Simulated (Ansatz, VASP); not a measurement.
## BP in VASP and in Ansatz

File INCAR:

```
SYSTEM = BP
ALGO = Normal ; EDIFF = 1E-7
EDIFFG = -0.002 ; ENCUT = 500
GGA = PE ; GGA_COMPAT = .False.
IBRION = 2 ; ISIF = 3
ISMEAR = 0 ; LASPH = .True.
LCHARG = .False. ; LREAL = .False.
LWAVE = .False. ; NELM = 120
NELMIN = 4 ; NSW = 100
PREC = Accurate ; SIGMA = 0.02
```

Contents of KPOINTS:

```
k-points
0
Gamma
  10 10 10
  0 0 0
```

POSCAR

```
BP
1.0
    0.0000000000      2.2690000000      2.2690000000
    2.2690000000      0.0000000000      2.2690000000
    2.2690000000      2.2690000000      0.0000000000
B P
1 1
Direct
    0.0000000000      0.0000000000      0.0000000000
    0.2500000000      0.2500000000      0.2500000000
```

Input for Ansatz:

```yaml
crystal:
  lattice:
    - [0.0, 2.269, 2.269]
    - [2.269, 0.0, 2.269]
    - [2.269, 2.269, 0.0]
  atoms:
    - { symbol: B, position: [0.0, 0.0, 0.0] }
    - { symbol: P, position: [0.25, 0.25, 0.25] }
basis:
  ecutwfc: 420
kpoints:
  mp_grid: { grid: [10, 10, 10] }
hamiltonian:
  xc: pbe
scf:
  occupations: { method: gaussian, width: 0.02 }
output:
  forces: true
  stress: true
  eigenvalues: true
  write_density: true
  write_potential: true
  elf: true
  volumetric_format: npy
relax:
  adjacent_minimum: "off"
  f_tol: 0.002
  max_steps: 80
  cell: { stress_tol: 0.02 }
```

Alike in both runs: task relaxation of cell and atoms; functional PBE; k mesh 10 × 10 × 10; occupations gaussian, width 0.02 eV; no spin polarisation.

|  | VASP | Ansatz |
| --- | --- | --- |
| version | VASP 6.6.1 | Ansatz 0.2.0 |
| potentials or method | VASP PAW PBE potentials, release 64 (B, P), cutoff 500 eV | scalar-relativistic, plane waves, PAW |
| valence electrons in the cell | 8 | 8 |

Ansatz gave:

* gap on the k mesh at the Fermi level, each at its own relaxed structure (eV): 1.25
* relaxed volume (Å³/atom): 11.76
* relaxed cell length with the largest relative difference (Å): 3.216

Q: What did VASP give for the same quantities?

A: gap on the k mesh at the Fermi level, each at its own relaxed structure (eV): 1.25; relaxed volume (Å³/atom): 11.75; relaxed cell length with the largest relative difference (Å): 3.215.
